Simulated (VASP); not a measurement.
# CdSeS3 (Pm-3m) in VASP: notebook

CdSeS3 is run at these levels: PBE; tasks: single point, relaxation of cell and atoms.

Program: VASP 6.6.1. These are calculated values, not measurements. Logs are shortened: lines on timing, memory, paths and dates and some standing lists are left out, and cuts for length are marked.

**1. The cell of the first run**

Symmetry: Pm-3m, No. 221, cubic system. Conventional cell: a = 4.834 Å, b = 4.834 Å, c = 4.834 Å, α = 90.00°, β = 90.00°, γ = 90.00°. Within 4.5 Å of Cd (site symmetry m-3m) lie 12 S at 3.42 Å and 8 Se at 4.19 Å. Se (site symmetry m-3m) has 6 S at 2.42 Å within 3.2 Å. S (site symmetry 4/mmm) has 2 Se at 2.42 Å within 3.2 Å.

**2. Single point, PBE**

Input file INCAR:

```
SYSTEM = CdSeS3
PREC = Accurate
ENCUT = 520
EDIFF = 1E-6
ISMEAR = 0
SIGMA = 0.1
LREAL = .False.
LASPH = .True.
NELM = 80
ALGO = Normal
ISIF = 2
LWAVE = .False.
LCHARG = .False.
GGA = PE
NBANDS = 26
```

Input file KPOINTS:

```
regular mesh
0
Gamma
  4 4 4
  0 0 0
```

Input file POSCAR:

```
CdSeS3
1.0
    4.8343115141      0.0000000000      0.0000000000
    0.0000000000      4.8343115141      0.0000000000
    0.0000000000      0.0000000000      4.8343115141
Cd Se S
1 1 3
Direct
    0.0000000000      0.0000000000      0.0000000000
    0.5000000000      0.5000000000      0.5000000000
    0.5000000000      0.5000000000      0.0000000000
    0.0000000000      0.5000000000      0.5000000000
    0.5000000000      0.0000000000      0.5000000000
```

Potentials or basis: VASP PAW PBE potentials, release 64 (Cd, Se, S).

Launch:

```sh
$ cat potpaw_PBE.64/Cd/POTCAR potpaw_PBE.64/Se/POTCAR potpaw_PBE.64/S/POTCAR > POTCAR
$ mpirun -np 1 vasp_std > vasp.out
```

OUTCAR:

```text
SYSTEM = CdSeS3
   PREC = Accurate
   ENCUT = 520
   EDIFF = 1E-6
   ISMEAR = 0
   LREAL = .False.
   LASPH = .True.
   NELM = 80
   ISIF = 2
   GGA = PE

 ion  position               nearest neighbor table
   1  0.000  0.000  0.000-
   2  0.500  0.500  0.500-   3 2.42   4 2.42   5 2.42   3 2.42   5 2.42   4 2.42
   3  0.500  0.500  0.000-   2 2.42   2 2.42
   4  0.000  0.500  0.500-   2 2.42   2 2.42
   5  0.500  0.000  0.500-   2 2.42   2 2.42

  LATTYP: Found a simple cubic cell.
 ALAT       =     4.8343115141

  Lattice vectors:

 A1 = (   4.8343115141,   0.0000000000,   0.0000000000)
 A2 = (   0.0000000000,   4.8343115141,   0.0000000000)
 A3 = (   0.0000000000,   0.0000000000,   4.8343115141)

Analysis of symmetry for initial positions (statically):
=====================================================================
 Subroutine PRICEL returns:
 Original cell was already a primitive cell.

 Routine SETGRP: Setting up the symmetry group for a
 simple cubic supercell.

 Subroutine GETGRP returns: Found 48 space group operations
 (whereof 48 operations were pure point group operations)
 out of a pool of 48 trial point group operations.

The static configuration has the point symmetry O_h .

Analysis of symmetry for dynamics (positions and initial velocities):
=====================================================================
 Subroutine PRICEL returns:
 Original cell was already a primitive cell.

 Routine SETGRP: Setting up the symmetry group for a
 simple cubic supercell.

 Subroutine GETGRP returns: Found 48 space group operations
 (whereof 48 operations were pure point group operations)
 out of a pool of 48 trial point group operations.

The dynamic configuration has the point symmetry O_h .

 Subroutine INISYM returns: Found 48 space group operations
 (whereof 48 operations are pure point group operations),
 and found     1 'primitive' translations

----------------------------------------------------------------------------------------

                                     Primitive cell

  volume of cell :     112.9806

  direct lattice vectors                    reciprocal lattice vectors
     4.834311514  0.000000000  0.000000000     0.206854688  0.000000000  0.000000000
     0.000000000  4.834311514  0.000000000     0.000000000  0.206854688  0.000000000
     0.000000000  0.000000000  4.834311514     0.000000000  0.000000000  0.206854688
[... 75 lines left out ...]
   EDIFF  = 0.1E-05   stopping-criterion for ELM
   LREAL  =      F    real-space projection
   EDIFFG = 0.1E-04   stopping-criterion for IOM
   NSW    =      0    number of steps for IOM
   IBRION =     -1    ionic relax: 0-MD 1-quasi-New 2-CG
   NFREE  =      0    steps in history (QN), initial steepest desc. (CG)
   ISIF   =      2    stress and relaxation
   ISYM   =      2    0-nonsym 1-usesym 2-fastsym
   POTIM  = 0.5000    time-step for ionic-motion
   TEBEG  =    0.0;   TEEND  =   0.0 temperature during run
   PSTRESS=    0.0 pullay stress
   NELECT =      36.0000    total number of electrons
   NUPDOWN=      -1.0000    fix difference up-down
   EMIN   =  10.00;   EMAX   =-10.00  energy-range for DOS
   EFERMI =   0.00;   METHOD = LEGACY
   ISMEAR =     0;   SIGMA  =   0.10  broadening in eV -4-tet -1-fermi 0-gaus
   EFERMI_NEDOS =   21; number of points for ismear=-14 and -15
   IALGO  =     38    algorithm
   IMIX   =      4    mixing-type and parameters
     AMIX     =   0.40;   BMIX     =  1.00
     AMIX_MAG =   1.60;   BMIX_MAG =  1.00
  volume/ion in A,a.u.               =      22.60       152.49
  Fermi-wavevector in a.u.,A,eV,Ry     =   1.118170  2.113034 17.011410  1.250303
  Thomas-Fermi vector in A             =   2.254799
   LORBIT       =      0    0 simple, 1 ext, 2 COOP (PROOUT), +10 PAW based schemes
   GGA     = PE    functional components
   LHFCALC =     F    Hartree Fock is set to
   AEXX    =    0.0000 exact exchange contribution
   IVDW    =     0    specifies the selected vdW correction
   LEPSILON=     F    determine dielectric tensor
   LRPA    =     F    only Hartree local field effects (RPA)
 non-spin polarized calculation
 Gauss-broadening in eV      SIGMA  =   0.10
  energy-cutoff  :      520.00
  volume of cell :      112.98
 maximum number of plane-waves:      3112
 NGX is ok and might be reduce to    36
   NGX = 17   NGY = 17   NGZ = 17

 number of electron      35.9999985 magnetization

 Free energy of the ion-electron system (eV)
  ---------------------------------------------------
  ext. energy  EPLUGINS =         0.00000000
  ---------------------------------------------------
  free energy    TOTEN  =       -13.99358819 eV

  energy without entropy =      -13.96383345  energy(sigma->0) =      -13.97871082

 E-fermi :   2.9302     XC(G=0):  -9.6165

 val. band max:        2.9208055098   @ k =   0.5000   0.2500   0.2500
 cond. band min:       3.0250137938   @ k =   0.5000   0.2500   0.2500
 fundamental gap:      0.1042082841
 Fermi energy:         2.9302346908

 k-point     1 :       0.0000    0.0000    0.0000
  band No.  band energies     occupation
      1     -13.0410      2.00000
      2      -8.3069      2.00000
      3      -8.3069      2.00000
      4      -5.9009      2.00000
      5      -4.8854      2.00000
      6      -4.8854      2.00000
[... 279 lines left out ...]
     25      10.0779      0.00000
     26      11.6864      0.00000

------------------------ aborting loop because EDIFF is reached ----------------------------------------

  FORCE on cell =-STRESS in cart. coord.  units (eV):
  Direction    XX          YY          ZZ          XY          YZ          ZX
  --------------------------------------------------------------------------------------
  -------------------------------------------------------------------------------------
  Total       -0.1651261     -0.1651261     -0.1651261     -0.0000000      0.0000000     -0.0000000
  in kB       -2.3416528     -2.3416528     -2.3416528     -0.0000000      0.0000000     -0.0000000
  external PRESSURE =      -2.3416528 kB  Pullay stress =       0.0000000 kB

 VOLUME and BASIS-vectors are now :
 -----------------------------------------------------------------------------
  energy-cutoff  :      520.00
  volume of cell :      112.98
      direct lattice vectors                 reciprocal lattice vectors
     4.834311514  0.000000000  0.000000000     0.206854688  0.000000000  0.000000000
     0.000000000  4.834311514  0.000000000     0.000000000  0.206854688  0.000000000
     0.000000000  0.000000000  4.834311514     0.000000000  0.000000000  0.206854688

 POSITION                                       TOTAL-FORCE (eV/Angst)
 -----------------------------------------------------------------------------------
      0.00000      0.00000      0.00000         0.000000      0.000000      0.000000
      2.41716      2.41716      2.41716         0.000000      0.000000      0.000000
      2.41716      2.41716      0.00000         0.000000      0.000000      0.000000
      0.00000      2.41716      2.41716         0.000000      0.000000      0.000000
      2.41716      0.00000      2.41716         0.000000      0.000000      0.000000
 -----------------------------------------------------------------------------------
    total drift:                               -0.000000      0.000000      0.000000

  FREE ENERGIE OF THE ION-ELECTRON SYSTEM (eV)
  ---------------------------------------------------
  free  energy   TOTEN  =       -13.9935881893 eV

  energy  without entropy=      -13.9638334516  energy(sigma->0) =      -13.97871082
```

OSZICAR:

```text
N       E                     dE             d eps       ncg     rms          rms(c)
DAV:   1     0.226819379429E+03    0.22682E+03   -0.16690E+04   520   0.123E+03
DAV:   2     0.280582451427E+00   -0.22654E+03   -0.21743E+03   656   0.268E+02
DAV:   3    -0.151417779922E+02   -0.15422E+02   -0.15312E+02   594   0.711E+01
DAV:   4    -0.153269004467E+02   -0.18512E+00   -0.18470E+00   646   0.834E+00
DAV:   5    -0.153300965393E+02   -0.31961E-02   -0.31943E-02   628   0.110E+00    0.128E+01
DAV:   6    -0.140912974840E+02    0.12388E+01   -0.56934E+00   632   0.108E+01    0.978E+00
DAV:   7    -0.140026236369E+02    0.88674E-01   -0.39606E-01   602   0.385E+00    0.520E+00
DAV:   8    -0.139983552311E+02    0.42684E-02   -0.89847E-02   590   0.183E+00    0.112E+00
DAV:   9    -0.139938696651E+02    0.44856E-02   -0.17845E-02   600   0.693E-01    0.273E-01
DAV:  10    -0.139936170704E+02    0.25259E-03   -0.25131E-03   600   0.280E-01    0.142E-01
DAV:  11    -0.139937016441E+02   -0.84574E-04   -0.86288E-04   604   0.192E-01    0.120E-01
DAV:  12    -0.139936008655E+02    0.10078E-03   -0.10987E-04   604   0.705E-02    0.447E-02
DAV:  13    -0.139935879615E+02    0.12904E-04   -0.54629E-05   610   0.434E-02    0.752E-03
DAV:  14    -0.139935881893E+02   -0.22777E-06   -0.68364E-06   574   0.150E-02
   1 F= -.13993588E+02 E0= -.13978711E+02  d E =-.297547E-01
```

Run time: 25 s. Hardware: 1 thread of AMD EPYC 7R43 (Zen 3), shared host; peak memory 0.17 GiB.

Results:

- Free energy: -13.9936 eV
- Pressure: -0.2 GPa
- Band gap on the k mesh: zero (band 18 reaches 3.18 eV, above the bottom of band 19 at 2.21 eV)

**3. Single point, PBE**

This run uses another cell than the first one, of 27.44 Å³/atom, 1.214 times its volume.

Input file INCAR:

```
SYSTEM = CdSeS3
PREC = Accurate
ENCUT = 520
EDIFF = 1E-7
ISMEAR = 0
SIGMA = 0.1
LREAL = .FALSE.
LASPH = .TRUE.
NELM = 80
ALGO = Normal
ISIF = 2
LWAVE = .FALSE.
LCHARG = .TRUE.
GGA = PE
LELF = .TRUE.
LVHAR = .TRUE.
NBANDS = 26
```

Input file KPOINTS:

```
regular mesh
0
G
  4 4 4
  0 0 0
```

Edit POSCAR of step 2 so:

```diff
@@ -2,5 +2,5 @@
 1.0
-    4.8343115141      0.0000000000      0.0000000000
-    0.0000000000      4.8343115141      0.0000000000
-    0.0000000000      0.0000000000      4.8343115141
+    5.1573691300      0.0000000000      0.0000000000
+    0.0000000000      5.1573691300      0.0000000000
+    0.0000000000      0.0000000000      5.1573691300
 Cd Se S
```

Potentials or basis: VASP PAW PBE potentials, release 64 (Cd, Se, S).

Launch:

```sh
$ cat potpaw_PBE.64/Cd/POTCAR potpaw_PBE.64/Se/POTCAR potpaw_PBE.64/S/POTCAR > POTCAR
$ mpirun -np 1 vasp_std > vasp.out
```

Wall time 38 s (1 thread of AMD EPYC 7R43 (Zen 3), shared host); peak memory 0.21 GiB.

Results (log left out):

| Item | Value |
| --- | --- |
| Free energy | -13.4004 eV |
| Pressure | -6.3 GPa |
| Band gap on the k mesh | zero (band 18 reaches 1.28 eV, above the bottom of band 19 at 0.72 eV) |

Levels at points of the mesh, in eV from the Fermi level:
| k point | band 14 | band 15 | band 16 | band 17 | band 18 | band 19 | band 20 | band 21 | band 22 | band 23 |
| --- | --- | --- | --- | --- | --- | --- | --- | --- | --- | --- |
| (0.00, 0.00, 0.00) | -0.67 | -0.67 | -0.67 | -0.52 | -0.52 | -0.52 | 5.08 | 5.08 | 5.08 | 6.22 |
| (0.50, 0.00, 0.00) | -1.20 | -0.75 | -0.67 | -0.62 | -0.47 | -0.47 | 1.85 | 3.87 | 5.07 | 5.07 |
| (0.50, 0.50, 0.00) | -1.04 | -1.01 | -1.01 | -0.09 | -0.04 | -0.04 | 0.38 | 0.76 | 4.51 | 4.95 |
| (0.50, 0.50, 0.50) | -1.02 | -0.84 | -0.74 | -0.74 | -0.74 | 0.38 | 0.38 | 0.38 | 0.44 | 6.37 |

**4. Single point, PBE**

This run uses another cell than the first one, of 22.22 Å³/atom, 0.983 times its volume.

Input file INCAR:

```
ALGO = Normal
EDIFF = 1E-6
ENCUT = 520
GGA = PE
ISIF = 2
ISMEAR = 0
LASPH = True
LCHARG = False
LREAL = False
LWAVE = False
NBANDS = 26
NELM = 60
PREC = Accurate
SIGMA = 0.1
```

Input file KPOINTS:

```
k-points
0
Gamma
  8 8 8
```

Edit POSCAR of step 3 so:

```diff
@@ -2,5 +2,5 @@
 1.0
-    5.1573691300      0.0000000000      0.0000000000
-    0.0000000000      5.1573691300      0.0000000000
-    0.0000000000      0.0000000000      5.1573691300
+    4.8075003668      0.0000000000      0.0000000000
+    0.0000000000      4.8075003668      0.0000000000
+    0.0000000000      0.0000000000      4.8075003668
 Cd Se S
```

Launch:

```sh
$ cat potpaw_PBE.64/Cd/POTCAR potpaw_PBE.64/Se/POTCAR potpaw_PBE.64/S/POTCAR > POTCAR
$ mpirun -np 1 vasp_std > vasp.out
```

Run time: 71 s. Hardware: 1 thread of AMD EPYC 7R43 (Zen 3), shared host; peak memory 0.23 GiB.

The run converged. Its results:

```
Free energy            : -14.2108 eV
Pressure               : 0.0 GPa
Band gap on the k mesh : zero (band 18 reaches 3.32 eV, above the bottom of band 19 at 2.42 eV)
```

Levels at points of the mesh, in eV from the Fermi level:
```csv
k point,band 15,band 16,band 17,band 18,band 19,band 20,band 21,band 22
"(0.00, 0.00, 0.00)",-1.13,-0.90,-0.90,-0.90,-0.81,5.35,5.35,5.35
"(0.50, 0.00, 0.00)",-1.25,-1.00,-0.90,-0.80,-0.80,2.60,3.87,5.66
"(0.50, 0.50, 0.00)",-1.64,-1.64,-0.36,-0.36,0.11,0.40,1.06,4.21
"(0.50, 0.50, 0.50)",-1.15,-0.93,-0.93,-0.93,0.39,0.39,0.39,1.13
```

**5. Relaxation of cell and atoms, PBE**

This run uses another cell than the first one, of 27.44 Å³/atom, 1.214 times its volume.

Input file INCAR:

```
PREC     = Accurate       # precision mode
ENCUT    = 600            # plane-wave cutoff, eV
EDIFF    = 1E-7           # SCF threshold, eV
ISMEAR   = 0              # smearing method
SIGMA    = 0.1            # smearing width, eV
LREAL    = F              # projectors in reciprocal space
LASPH    = T              # aspherical terms in the spheres
NELM     = 60             # most SCF steps
ALGO     = Normal         # electronic algorithm
ISIF     = 3              # what is computed and relaxed
LWAVE    = F              # write WAVECAR
LCHARG   = F              # write CHGCAR
GGA      = PE             # functional
IBRION   = 2              # ionic algorithm
NSW      = 90             # ionic steps
EDIFFG   = -0.04          # ionic threshold
```

Input file KPOINTS:

```
regular mesh
0
Gamma
  4 4 4
```

Edit POSCAR of step 4 so:

```diff
@@ -2,5 +2,5 @@
 1.0
-    4.8075003668      0.0000000000      0.0000000000
-    0.0000000000      4.8075003668      0.0000000000
-    0.0000000000      0.0000000000      4.8075003668
+    5.1573691300      0.0000000000      0.0000000000
+    0.0000000000      5.1573691300      0.0000000000
+    0.0000000000      0.0000000000      5.1573691300
 Cd Se S
```

Launch:

```sh
$ cat potpaw_PBE.64/Cd/POTCAR potpaw_PBE.64/Se/POTCAR potpaw_PBE.64/S/POTCAR > POTCAR
$ mpirun -np 1 vasp_std > vasp.out
```

It took 84 s on 1 thread of AMD EPYC 7R43 (Zen 3), shared host; peak memory 0.25 GiB.

Results (log left out):

```yaml
Free_energy: -13.9968 eV
Relaxed_volume: 22.50 Å³/atom
Relaxed_cell: a = 4.828 Å, b = 4.828 Å, c = 4.828 Å, α = 90.00°, β = 90.00°, γ = 90.00°
Space_group_after_relaxing_to_0.05_Å: Pm-3m (No. 221)
Energy_gained_by_relaxing: 119.3 meV/atom
Ionic_steps: 3
Pressure_after_relaxing: 0.0 GPa
Band_gap_on_the_k_mesh: zero (band 18 reaches 3.23 eV, above the bottom of band 19 at 2.25 eV)
```

The path:
```
step  energy change (eV)  largest force (eV/Å)  pressure (GPa)  volume (Å³)
   1              0.0000                0.0000           -6.28       137.18
   2             -0.5692                0.0000           -1.90       116.91
   3             -0.5963                0.0000            0.00       112.52
```

Final structure:
```yaml
crystal:
  lattice:
    - [4.82772, 0.00000, 0.00000]
    - [0.00000, 4.82772, 0.00000]
    - [0.00000, 0.00000, 4.82772]
  atoms:
    - { symbol: Cd, position: [0.00000, 0.00000, 0.00000] }
    - { symbol: Se, position: [0.50000, 0.50000, 0.50000] }
    - { symbol: S, position: [0.50000, 0.50000, 0.00000] }
    - { symbol: S, position: [0.00000, 0.50000, 0.50000] }
    - { symbol: S, position: [0.50000, 0.00000, 0.50000] }
```

Levels at points of the mesh, in eV from the Fermi level:
```
           k point  band 16  band 17  band 18  band 19  band 20  band 21
(0.00, 0.00, 0.00)    -0.77    -0.77    -0.77    -0.72     5.59     5.59
(0.50, 0.00, 0.00)    -0.75    -0.69    -0.66    -0.66     2.68     3.97
(0.50, 0.50, 0.00)    -1.47    -0.11    -0.11     0.30     0.50     1.15
(0.50, 0.50, 0.50)    -0.66    -0.66    -0.66     0.49     0.49     0.49
```

Caveat: the volume moved by over 15 % at a fixed basis, so the end points are rough.

**6. Relaxation of cell and atoms, PBE**

Input file INCAR:

```
SYSTEM = CdSeS3
PREC = Accurate ; ENCUT = 600
EDIFF = 1E-7 ; ISMEAR = 0
SIGMA = 0.1 ; LREAL = .False.
LASPH = .True. ; NELM = 80
ALGO = Normal ; ISIF = 3
LWAVE = .False. ; LCHARG = .False.
GGA = PE ; IBRION = 2
NSW = 100 ; EDIFFG = -0.01
```

Input file KPOINTS:

```
Automatic mesh
0
Gamma
  8 8 8
  0 0 0
```

Edit POSCAR of step 5 so:

```diff
@@ -2,5 +2,5 @@
 1.0
-    5.1573691300      0.0000000000      0.0000000000
-    0.0000000000      5.1573691300      0.0000000000
-    0.0000000000      0.0000000000      5.1573691300
+    4.8343115141      0.0000000000      0.0000000000
+    0.0000000000      4.8343115141      0.0000000000
+    0.0000000000      0.0000000000      4.8343115141
 Cd Se S
```

Potentials or basis: VASP PAW PBE potentials, release 64 (Cd, Se, S).

Launch:

```sh
$ cat potpaw_PBE.64/Cd/POTCAR potpaw_PBE.64/Se/POTCAR potpaw_PBE.64/S/POTCAR > POTCAR
$ mpirun -np 1 vasp_std > vasp.out
```

It took 3.1 min on 1 thread of Intel Xeon Platinum 8175M at 2.50GHz (Skylake/Cascade Lake), shared host; peak memory 0.32 GiB.

It converged, with:

```
Free energy                            : -14.2108 eV
Relaxed volume                         : 22.22 Å³/atom
Relaxed cell                           : a = 4.807 Å, b = 4.807 Å, c = 4.807 Å, α = 90.00°, β = 90.00°, γ = 90.00°
Space group after relaxing (to 0.05 Å) : Pm-3m (No. 221)
Energy gained by relaxing              : 1.1 meV/atom
Ionic steps                            : 3
Pressure after relaxing                : 0.0 GPa
Band gap on the k mesh                 : zero (band 18 reaches 3.33 eV, above the bottom of band 19 at 2.42 eV)
```

The path:
| step | energy change (eV) | largest force (eV/Å) | pressure (GPa) | volume (Å³) |
| --- | --- | --- | --- | --- |
| 1 | 0.0000 | 0.0000 | -0.89 | 112.98 |
| 2 | -0.0053 | 0.0000 | 0.07 | 110.94 |
| 3 | -0.0054 | 0.0000 | 0.00 | 111.09 |

Final structure:
```
CELL_PARAMETERS angstrom
4.80715 0.00000 0.00000
0.00000 4.80715 0.00000
0.00000 0.00000 4.80715
ATOMIC_POSITIONS crystal
Cd 0.00000 0.00000 0.00000
Se 0.50000 0.50000 0.50000
S 0.50000 0.50000 0.00000
S 0.00000 0.50000 0.50000
S 0.50000 0.00000 0.50000
```

Levels at points of the mesh, in eV from the Fermi level:
```
           k point  band 14  band 15  band 16  band 17  band 18  band 19  band 20  band 21  band 22
(0.00, 0.00, 0.00)    -1.13    -1.13    -0.90    -0.90    -0.90    -0.81     5.35     5.35     5.35
(0.50, 0.00, 0.00)    -1.95    -1.25    -1.00    -0.90    -0.80    -0.80     2.60     3.87     5.66
(0.50, 0.50, 0.00)    -1.71    -1.64    -1.64    -0.36    -0.36     0.11     0.40     1.06     4.21
(0.50, 0.50, 0.50)    -1.67    -1.15    -0.93    -0.93    -0.93     0.39     0.39     0.39     1.13
```

**7. Overview**

| task | cell | k mesh | cutoff (eV) | gap on the mesh (eV) | pressure (GPa) | relaxed volume (Å³/atom) |
| --- | --- | --- | --- | --- | --- | --- |
| single point | a = 4.834 Å, 5 atoms | 4 × 4 × 4 | 520 | none | -0.2 | - |
| single point | a = 5.157 Å, 5 atoms | 4 × 4 × 4 | 520 | none | -6.3 | - |
| single point | a = 4.808 Å, 5 atoms | 8 × 8 × 8 | 520 | none | 0.0 | - |
| relaxation of cell and atoms | relaxed from a = 5.157 Å, 5 atoms | 4 × 4 × 4 | 600 | none | 0.0 | 22.50 |
| relaxation of cell and atoms | relaxed from a = 4.834 Å, 5 atoms | 8 × 8 × 8 | 600 | none | 0.0 | 22.22 |

Alike in all rows: level PBE; potentials or basis VASP PAW PBE potentials, release 64 (Cd, Se, S); no spin polarisation; smearing gaussian 0.1 eV.

Caveats: the volume moved by over 15 % at a fixed basis, so the end points are rough (some runs).

Absolute energies hang on the potentials; compare differences alone.
